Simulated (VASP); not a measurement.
# Ge (I4_1/amd) in VASP: single point with r2SCAN

Aim: the single point of Ge with r2SCAN.

All numbers are computed with VASP 6.6.1; they aren't measurements. Logs are shortened: lines on timing, memory, paths and dates and some standing lists are left out, and cuts for length are marked.

## 1. The cell of the first run

The structure is tetragonal, space group I4_1/amd (No. 141). The conventional cell has a = 5.149 Å, b = 5.149 Å, c = 2.795 Å, α = 90.00°, β = 90.00°, γ = 90.00°. Within 3.5 Å of Ge (site symmetry -4m2) lie 10 Ge at 2.67 to 3.32 Å.

## 2. Single point, r2SCAN

Contents of POSCAR:

```
Ge
1.0
   -2.5744900000      2.5744900000      1.3974150000
    2.5744900000     -2.5744900000      1.3974150000
    2.5744900000      2.5744900000     -1.3974150000
Ge
2
Direct
    0.2500000000      0.7500000000      0.5000000000
    0.5000000000      0.5000000000      0.0000000000
```

Contents of INCAR.step1:

```
ALGO     = Normal         # electronic algorithm
EDIFF    = 1E-5           # SCF threshold, eV
ENCUT    = 550            # plane-wave cutoff, eV
GGA      = PE             # functional
GGA_COMPAT= F            
ISMEAR   = -1             # smearing method
ISYM     = 0            
LASPH    = T              # aspherical terms in the spheres
LCHARG   = F              # write CHGCAR
LREAL    = F              # projectors in reciprocal space
LWAVE    = T              # write WAVECAR
NBANDS   = 21             # bands
NELM     = 120            # most SCF steps
PREC     = Accurate       # precision mode
SIGMA    = 0.1            # smearing width, eV
```

Contents of INCAR.step2:

```
ALGO     = Normal         # electronic algorithm
EDIFF    = 1E-6           # SCF threshold, eV
ENCUT    = 550            # plane-wave cutoff, eV
GGA_COMPAT= F            
ISIF     = 2              # what is computed and relaxed
ISMEAR   = -1             # smearing method
ISTART   = 1            
ISYM     = 0            
LASPH    = T              # aspherical terms in the spheres
LCHARG   = T              # write CHGCAR
LELF     = T              # ELF
LMIXTAU  = T            
LREAL    = F              # projectors in reciprocal space
LVHAR    = T            
LWAVE    = F              # write WAVECAR
METAGGA  = R2SCAN         # meta-GGA
NBANDS   = 21             # bands
NELM     = 120            # most SCF steps
PREC     = Accurate       # precision mode
SIGMA    = 0.1            # smearing width, eV
```

Contents of KPOINTS:

```
k-points
0
Gamma
  12 12 8
```

Potentials or basis: VASP PAW PBE potentials, release 64 (Ge_d).

The run is started by

```console
cat potpaw_PBE.64/Ge_d/POTCAR > POTCAR
cp INCAR.step1 INCAR
mpirun -np 1 vasp_std > vasp.out
cp INCAR.step2 INCAR
mpirun -np 1 vasp_std > vasp.out
```

OUTCAR:

```text
EDIFF = 1E-6
   ENCUT = 550
   ISIF = 2
   ISMEAR = -1
   ISTART = 1
   ISYM = 0
   LASPH = T
   LREAL = F
   METAGGA = R2SCAN
   NELM = 120
   PREC = Accurate

 ion  position               nearest neighbor table
   1  0.250  0.750  0.500-   2 2.67   2 2.67   2 2.67   2 2.67
   2  0.500  0.500  0.000-   1 2.67   1 2.67   1 2.67   1 2.67

IMPORTANT INFORMATION: All symmetrisations will be switched off!
NOSYMM: (Re-)initialisation of all symmetry stuff for point group C_1.

----------------------------------------------------------------------------------------

                                     Primitive cell

  volume of cell :      37.0483

  direct lattice vectors                    reciprocal lattice vectors
    -2.574490000  2.574490000  1.397415000     0.000000000  0.194213223  0.357803516
     2.574490000 -2.574490000  1.397415000     0.194213223  0.000000000  0.357803516
     2.574490000  2.574490000 -1.397415000     0.194213223  0.194213223  0.000000000

  length of vectors
     3.899841818  3.899841818  3.899841818     0.407114396  0.407114396  0.274658974

  position of ions in fractional coordinates (direct lattice)
     0.250000000  0.750000000  0.500000000
     0.500000000  0.500000000  0.000000000

  ion indices of the primitive-cell ions
   primitive index   ion index
                 1           1
                 2           2

----------------------------------------------------------------------------------------

 KPOINTS: k-points

Automatic generation of k-mesh.
 Grid dimensions read from file:
 generate k-points for:   12   12    8

 Generating k-lattice:

  Cartesian coordinates                     Fractional coordinates (reciprocal lattice)
     0.000000000  0.016184435  0.029816960     0.083333333  0.000000000 -0.000000000
     0.016184435  0.000000000  0.029816960     0.000000000  0.083333333 -0.000000000
     0.024276653  0.024276653  0.000000000     0.000000000  0.000000000  0.125000000

  Length of vectors
     0.033926200  0.033926200  0.034332372

  Shift w.r.t. Gamma in fractional coordinates (k-lattice)
     0.000000000  0.000000000  0.000000000

 -----------------------------------------------------------------------------
|                                                                             |
|           W    W    AA    RRRRR   N    N  II  N    N   GGGG   !!!           |
|           W    W   A  A   R    R  NN   N  II  NN   N  G    G  !!!           |
|           W    W  A    A  R    R  N N  N  II  N N  N  G       !!!           |
|           W WW W  AAAAAA  RRRRR   N  N N  II  N  N N  G  GGG   !            |
|           WW  WW  A    A  R   R   N   NN  II  N   NN  G    G                |
|           W    W  A    A  R    R  N    N  II  N    N   GGGG   !!!           |
|                                                                             |
|     Your reciprocal lattice and k-lattice belong to different lattice       |
|     classes:                                                                |
|                                                                             |
|        The reciprocal lattice is body-centered tetragonal,                  |
|        whereas your k-lattice is base-centered monoclinic.                  |
|                                                                             |
|     Results are often still useful ...                                      |
|                                                                             |
 -----------------------------------------------------------------------------

 WARNING: IBZKPT: internal override: KBLOWUP is changed to .FALSE.
      ... skipping the blow-up phase ...

 Subroutine IBZKPT returns following result:
 ===========================================

 Found    580 irreducible k-points:

 Following reciprocal coordinates:
            Coordinates               Weight
  0.000000  0.000000  0.000000      1.000000
  0.083333 -0.000000  0.000000      2.000000
  0.166667  0.000000  0.000000      2.000000
  0.250000 -0.000000  0.000000      2.000000
  0.333333  0.000000  0.000000      2.000000
  0.416667  0.000000  0.000000      2.000000
[... 16 lines left out ...]
  0.250000  0.166667  0.000000      2.000000
  0.333333  0.166667  0.000000      2.000000
 [... further k-points ...]
   k-points           NKPTS =    580   k-points in BZ     NKDIM =    580   number of bands    NBANDS=     21
   number of dos      NEDOS =    301   number of ions     NIONS =      2
   total plane-waves  NPLWV =  27000
   dimension x,y,z NGX =    30 NGY =   30 NGZ =   30
   dimension x,y,z NGXF=    60 NGYF=   60 NGZF=   60
   ions per type =               2
   NGX,Y,Z   is equivalent  to a cutoff of  12.79, 12.79, 12.79 a.u.
   NGXF,Y,Z  is equivalent  to a cutoff of  25.58, 25.58, 25.58 a.u.
 SYSTEM =  unknown system
   PREC   = accura    normal or accurate (medium, high low for compatibility)
   ISTART =      1    job   : 0-new  1-cont  2-samecut
   ICHARG =      0    charge: 1-file 2-atom 10-const
   ISPIN  =      1    spin polarized calculation?
   LNONCOLLINEAR =      F non collinear calculations
   LSORBIT =      F    spin-orbit coupling
   LASPH  =      T    aspherical Exc in radial PAW
   ENCUT  =  550.0 eV  40.42 Ry    6.36 a.u.   7.46  7.46  7.46*2*pi/ulx,y,z
   NELM   =    120;   NELMIN=  2; NELMDL=  0     # of ELM steps
   EDIFF  = 0.1E-05   stopping-criterion for ELM
   LREAL  =      F    real-space projection
   EDIFFG = 0.1E-04   stopping-criterion for IOM
   NSW    =      0    number of steps for IOM
   IBRION =     -1    ionic relax: 0-MD 1-quasi-New 2-CG
   NFREE  =      0    steps in history (QN), initial steepest desc. (CG)
   ISIF   =      2    stress and relaxation
   ISYM   =      0    0-nonsym 1-usesym 2-fastsym
   POTIM  = 0.5000    time-step for ionic-motion
   TEBEG  =    0.0;   TEEND  =   0.0 temperature during run
   PSTRESS=    0.0 pullay stress
   NELECT =      28.0000    total number of electrons
   NUPDOWN=      -1.0000    fix difference up-down
   EMIN   =  10.00;   EMAX   =-10.00  energy-range for DOS
   EFERMI =   0.00;   METHOD = LEGACY
   ISMEAR =    -1;   SIGMA  =   0.10  broadening in eV -4-tet -1-fermi 0-gaus
   EFERMI_NEDOS =   21; number of points for ismear=-14 and -15
   IALGO  =     38    algorithm
   IMIX   =      4    mixing-type and parameters
     AMIX     =   0.40;   BMIX     =  1.00
     AMIX_MAG =   1.60;   BMIX_MAG =  1.00
  volume/ion in A,a.u.               =      18.52       125.01
  Fermi-wavevector in a.u.,A,eV,Ry     =   1.491208  2.817975 30.255295  2.223701
  Thomas-Fermi vector in A             =   2.603892
   LORBIT       =      0    0 simple, 1 ext, 2 COOP (PROOUT), +10 PAW based schemes
   METAGGA = R2SCAN    functional components
   LHFCALC =     F    Hartree Fock is set to
   AEXX    =    0.0000 exact exchange contribution
   IVDW    =     0    specifies the selected vdW correction
   LEPSILON=     F    determine dielectric tensor
   LRPA    =     F    only Hartree local field effects (RPA)
 non-spin polarized calculation
  energy-cutoff  :      550.00
  volume of cell :       37.05
 maximum number of plane-waves:      1109
 NGX is ok and might be reduce to    30
   NGX = 15   NGY = 15   NGZ = 15

 number of electron      28.0000028 magnetization

 Free energy of the ion-electron system (eV)
  ---------------------------------------------------
  ext. energy  EPLUGINS =         0.00000000
  ---------------------------------------------------
  free energy    TOTEN  =       -27.04042445 eV

  energy without entropy =      -27.01896931  energy(sigma->0) =      -27.02969688

 E-fermi :   6.6575     XC(G=0): -12.3783

 val. band max:        6.6326645743   @ k =   0.3333   0.0833   0.5000
 cond. band min:       6.6760466943   @ k =   0.3333   0.1667   0.0000
 fundamental gap:      0.0433821199
 Fermi energy:         6.6574981690

 k-point     1 :       0.0000    0.0000    0.0000
  band No.  band energies     occupation
      1     -18.8093      2.00000
      2     -18.7639      2.00000
      3     -18.7315      2.00000
      4     -18.7266      2.00000
      5     -18.6157      2.00000
      6     -18.6147      2.00000
[... 13 lines left out ...]
     20      18.8189      0.00000
     21      19.7974      0.00000

 k-point     2 :       0.0833   -0.0000    0.0000
  band No.  band energies     occupation
      1     -18.8066      2.00000
      2     -18.7540      2.00000
      3     -18.7229      2.00000
      4     -18.7192      2.00000
      5     -18.6234      2.00000
      6     -18.6222      2.00000
[... 13 lines left out ...]
     20      18.7952      0.00000
     21      19.7728      0.00000

 k-point     3 :       0.1667    0.0000    0.0000
  band No.  band energies     occupation
      1     -18.7979      2.00000
      2     -18.7288      2.00000
      3     -18.7126      2.00000
      4     -18.6908      2.00000
      5     -18.6399      2.00000
      6     -18.6297      2.00000
[... 13 lines left out ...]
     20      17.4297      0.00000
     21      18.1763      0.00000

 k-point     4 :       0.2500   -0.0000    0.0000
  band No.  band energies     occupation
      1     -18.7854      2.00000
      2     -18.7032      2.00000
      3     -18.6997      2.00000
      4     -18.6733      2.00000
      5     -18.6578      2.00000
      6     -18.6270      2.00000
[... 13 lines left out ...]
     20      16.1188      0.00000
     21      18.1102      0.00000

 k-point     5 :       0.3333    0.0000    0.0000
  band No.  band energies     occupation
      1     -18.7735      2.00000
      2     -18.6964      2.00000
      3     -18.6925      2.00000
      4     -18.6839      2.00000
      5     -18.6632      2.00000
      6     -18.6391      2.00000
[... 13 lines left out ...]
     20      15.4087      0.00000
     21      18.9733      0.00000
[... 382 lines left out ...]
     20      16.1303      0.00000
     21      17.3459      0.00000

 k-point    22 :       0.1667    0.1667    0.0000
  band No.  band energies     occupation
      1     -18.7818      2.00000
      2     -18.6997      2.00000
      3     -18.6927      2.00000
      4     -18.6633      2.00000
      5     -18.6553      2.00000
      6     -18.6497      2.00000
[... 13 lines left out ...]
     20      16.0659      0.00000
     21      16.9536      0.00000

 k-point    23 :       0.2500    0.1667    0.0000
  band No.  band energies     occupation
      1     -18.7754      2.00000
      2     -18.7106      2.00000
      3     -18.6821      2.00000
      4     -18.6758      2.00000
      5     -18.6602      2.00000
      6     -18.6526      2.00000
[... 13 lines left out ...]
     20      16.5858      0.00000
     21      17.7477      0.00000

 k-point    24 :       0.3333    0.1667    0.0000
  band No.  band energies     occupation
      1     -18.7691      2.00000
      2     -18.7170      2.00000
      3     -18.6947      2.00000
      4     -18.6703      2.00000
      5     -18.6638      2.00000
      6     -18.6409      2.00000
[... 13 lines left out ...]
     20      18.4771      0.00000
     21      19.2449      0.00000

 [... further k-points ...]

------------------------ aborting loop because EDIFF is reached ----------------------------------------

  FORCE on cell =-STRESS in cart. coord.  units (eV):
  Direction    XX          YY          ZZ          XY          YZ          ZX
  --------------------------------------------------------------------------------------
  -------------------------------------------------------------------------------------
  Total        0.0908259      0.0908268      0.2086935      0.0166279      0.0039568      0.0039573
  in kB        3.9278301      3.9278678      9.0250946      0.7190851      0.1711150      0.1711383
  external PRESSURE =       5.6269308 kB  Pullay stress =       0.0000000 kB

 VOLUME and BASIS-vectors are now :
 -----------------------------------------------------------------------------
  energy-cutoff  :      550.00
  volume of cell :       37.05
      direct lattice vectors                 reciprocal lattice vectors
    -2.574490000  2.574490000  1.397415000     0.000000000  0.194213223  0.357803516
     2.574490000 -2.574490000  1.397415000     0.194213223  0.000000000  0.357803516
     2.574490000  2.574490000 -1.397415000     0.194213223  0.194213223  0.000000000

 POSITION                                       TOTAL-FORCE (eV/Angst)
 -----------------------------------------------------------------------------------
      2.57449      0.00000      0.69871        -0.005447      0.005447     -0.000001
      0.00000      0.00000      1.39742         0.005447     -0.005447      0.000001
 -----------------------------------------------------------------------------------
    total drift:                               -0.000000      0.000000     -0.000000

  FREE ENERGIE OF THE ION-ELECTRON SYSTEM (eV)
  ---------------------------------------------------
  free  energy   TOTEN  =       -27.0404244488 eV

  energy  without entropy=      -27.0189693065  energy(sigma->0) =      -27.02969688
```

It took 13 min on 1 thread of AMD EPYC 9R45 (Zen 5), shared host; peak memory 0.44 GiB.

Results:

```yaml
Free_energy: -27.0404 eV
Pressure: 0.6 GPa
Largest_force: 0.008 eV/Å
Band_gap_on_the_k_mesh: zero (bands 14 and 15 overlap by 5.54 eV)
```

Forces in eV/Å, atoms in the order of the input:
```
Ge  -0.005  0.005  0.000
Ge   0.005 -0.005  0.000
```

Caveat: the PAW data sets were made with another functional, which shifts forces and pressure a little.

The gap in the log of VASP goes by the Fermi energy; the results here count the filled bands.